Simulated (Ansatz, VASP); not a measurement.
# Two plane-wave programs on Be3N2

```xyz
5
Lattice="1.3009 0.7511 5.7963 -1.3009 0.7511 5.7963 0.0000 -1.5022 5.7963" Properties=species:S:1:pos:R:3 pbc="T T T"
Be    0.0000    0.0000   14.9372
Be    0.0000    0.0000    5.5244
Be    0.0000    0.0000    1.5443
N     0.0000    0.0000    3.5502
N     0.0000    0.0000   12.3190
```

Alike in both runs: task single point; functional LDA; k mesh 12 × 12 × 12; occupations gaussian, width 0.05 eV; no spin polarisation.

|  | VASP | Ansatz |
| --- | --- | --- |
| version | VASP 6.6.1 | Ansatz 0.2.0 |
| potentials or method | VASP PAW LDA potentials, release 64 (Be, N), cutoff 520 eV | scalar-relativistic, plane waves, PAW |
| valence electrons in the cell | 16 | 16 |

|  | VASP | Ansatz | Ansatz less VASP |
| --- | --- | --- | --- |
| gap on the k mesh at the Fermi level (eV) | 0.68 | 0.69 | +0.010 |
| least direct gap on the mesh (eV) | 0.68 | 0.69 | +0.010 |
| pressure (GPa) | 12.3 | 11.9 | -0.44 |
| traceless stress, the component that is largest in VASP (GPa) | -74.57 | -74.56 | +0.017 |
| rms of the force components (eV/Å) | 0.625 | 0.625 | -0.0003 |

LDA's correlation is that of Perdew and Zunger in VASP and of Perdew and Wang (1992) in Ansatz. Atom by atom the forces differ by 0.005 eV/Å (rms over components).
